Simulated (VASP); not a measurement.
A run of VASP 6.6.1 is set up as follows.

INCAR

```
SYSTEM = Si
PREC     = Accurate       ! precision mode
ENCUT    = 500            ! plane-wave cutoff, eV
EDIFF    = 1E-6           ! SCF threshold, eV
ISMEAR   = 0              ! smearing method
SIGMA    = 0.02           ! smearing width, eV
LREAL    = .False.        ! projectors in reciprocal space
LASPH    = .True.         ! aspherical terms in the spheres
NELM     = 120            ! most SCF steps
ALGO     = Normal         ! electronic algorithm
ISIF     = 2              ! what is computed and relaxed
LWAVE    = .False.        ! write WAVECAR
LCHARG   = .False.        ! write CHGCAR
GGA      = PE             ! functional
IVDW     = 12             ! dispersion correction
NBANDS   = 11             ! bands
GGA_COMPAT= .False.
```

KPOINTS

```
regular mesh
0
Gamma
  10 10 10
  0 0 0
```

Contents of POSCAR:

```
Si
1.0
    0.0000000000      2.7105837327      2.7105837327
    2.7105837327      0.0000000000      2.7105837327
    2.7105837327      2.7105837327      0.0000000000
Si
2
Direct
    0.5000000000      0.5000000000      0.5000000000
    0.7500000000      0.7500000000      0.7500000000
```

Potentials or basis: VASP PAW PBE potentials, release 64 (Si).

Command:

```console
$ cat potpaw_PBE.64/Si/POTCAR > POTCAR
$ mpirun -np 1 vasp_std > vasp.out
```

Problem. Estimate the pressure.

Solution. -0.1 GPa.

Problem. Predict the dispersion energy per atom.

Solution. -0.316 eV.

Problem. What does it give for the band gap on the k mesh?

Solution. 0.57 eV, indirect (least direct gap 2.57 eV).

A k mesh can miss the band edges. Expect the measured gap to be larger: semilocal functionals such as PBE lack the derivative discontinuity.
